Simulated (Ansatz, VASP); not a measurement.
# GaAs: VASP beside Ansatz

The input INCAR:

```
  PREC = Accurate
  ENCUT = 520
  EDIFF = 1E-6
  ISMEAR = -1
  SIGMA = 0.05
  LREAL = False
  LASPH = True
  NELM = 80
  ALGO = Normal
  ISIF = 2
  LWAVE = False
  LCHARG = False
  GGA = PE
  NBANDS = 16
```

KPOINTS

```
regular mesh
0
Gamma
  11 11 11
```

Contents of POSCAR:

```
GaAs
1.0
    0.0000000000      2.8173955816      2.8173955816
    2.8173955816      0.0000000000      2.8173955816
    2.8173955816      2.8173955816      0.0000000000
Ga As
1 1
Direct
    0.0000000000      0.0000000000      0.0000000000
    0.7500000000      0.7500000000      0.7500000000
```

Input for Ansatz:

```yaml
crystal:
  lattice:
    - [0.0, 2.8173955816, 2.8173955816]
    - [2.8173955816, 0.0, 2.8173955816]
    - [2.8173955816, 2.8173955816, 0.0]
  atoms:
    - { symbol: Ga, position: [0.0, 0.0, 0.0] }
    - { symbol: As, position: [0.75, 0.75, 0.75] }
kpoints:
  mp_grid: { grid: [11, 11, 11] }
  band_path:
    path:
      - [0.0, 0.0, 0.0]
      - [-0.5, -0.5, 0.0]
      - [-0.375, -0.375, 0.25]
      - [-0.375, 0.0, 0.375]
      - [0.0, 0.0, 0.0]
      - [0.0, 0.0, 0.5]
      - [-0.5, -0.25, 0.25]
      - [-0.5, -0.5, 0.0]
    npoints: 5
scf:
  occupations: { method: fermi_dirac, width: 0.05 }
hamiltonian:
  xc: pbe
  pseudopotentials: { kind: all_electron, lapw: { basis_error: 0.0005 } }
output:
  forces: true
  stress: true
  eigenvalues: true
```

Change from the starting cell: volume scaled by 0.99.

Alike in both runs: task single point; functional PBE; k mesh 11 × 11 × 11; occupations fermi-dirac, width 0.05 eV; no spin polarisation.

|  | VASP | Ansatz |
| --- | --- | --- |
| version | VASP 6.6.1 | Ansatz 0.2.0 |
| potentials or method | VASP PAW PBE potentials, release 64 (Ga_d, As), cutoff 520 eV | all-electron LAPW, scalar-relativistic |

Ansatz gave:

| Item | Value |
| --- | --- |
| pressure (GPa) | 4.1 |

**Question.** Which values does VASP return?

**Answer.** Pressure (GPa): 4.3.

Ansatz ran all-electron here, and VASP with PAW potentials.
